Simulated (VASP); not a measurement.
Wanted: the native input for a VASP 6.6.1 run.

```
Task                   : single point
Functional             : r2SCAN
Potentials or basis    : VASP PAW PBE potentials, release 64 (Sb_d_GW)
Cutoff                 : 550 eV
k mesh                 : 18 × 18 × 10
Occupations            : gaussian, width 0.1 eV
Spin                   : no spin polarisation
Dipole correction      : no
Further INCAR settings : ALGO = Normal; EDIFF = 1e-06; NBANDS = 22
```

The system is Sb.

```
Sb
1.0
     2.91435    0.00000    0.00000
    -1.45718    2.52390    0.00000
     0.00000    0.00000    4.54360
Sb
2
Direct
  0.33333 0.66667 0.25000
  0.66667 0.33333 0.75000
```

This isn't the form of Sb at room conditions, which is rhombohedral.

These files were run (other wordings do the same):

POSCAR

```
Sb
1.0
    2.9143514132      0.0000000000      0.0000000000
   -1.4571757066      2.5239023594      0.0000000000
    0.0000000000      0.0000000000      4.5435972275
Sb
2
Direct
    0.3333333333      0.6666666667      0.2500000000
    0.6666666667      0.3333333333      0.7500000000
```

INCAR.step1

```
  ALGO = Normal
  EDIFF = 1E-5
  ENCUT = 550
  GGA = PE
  GGA_COMPAT = False
  ISMEAR = 0
  LASPH = True
  LCHARG = False
  LREAL = False
  LWAVE = True
  NBANDS = 22
  NELM = 120
  PREC = Accurate
  SIGMA = 0.1
```

INCAR.step2

```
  ALGO = Normal
  EDIFF = 1E-6
  ENCUT = 550
  GGA_COMPAT = False
  ISIF = 2
  ISMEAR = 0
  ISTART = 1
  LASPH = True
  LCHARG = True
  LELF = True
  LMIXTAU = True
  LREAL = False
  LVHAR = True
  LWAVE = False
  METAGGA = R2SCAN
  NBANDS = 22
  NELM = 120
  PREC = Accurate
  SIGMA = 0.1
```

KPOINTS

```
k-points
0
Gamma
  18 18 10
```

Potentials or basis: VASP PAW PBE potentials, release 64 (Sb_d_GW).

The run is started by

```sh
$ cat potpaw_PBE.64/Sb_d_GW/POTCAR > POTCAR
$ cp INCAR.step1 INCAR
$ mpirun -np 1 vasp_std > vasp.out
$ cp INCAR.step2 INCAR
$ mpirun -np 1 vasp_std > vasp.out
```

It gave:

- Pressure: 90.4 GPa
- Band gap on the k mesh: zero (bands 15 and 16 overlap by 13.19 eV)

Caveat: the cell stands under pressure; the PAW data sets were made with another functional, which shifts forces and pressure a little; spin-orbit coupling is left out, which moves the levels of the heavy elements.

Wall time 16 min on 1 thread of AMD EPYC 7R43 64-Core Processor (Zen 3) (shared host), peak memory 0.27 GiB.
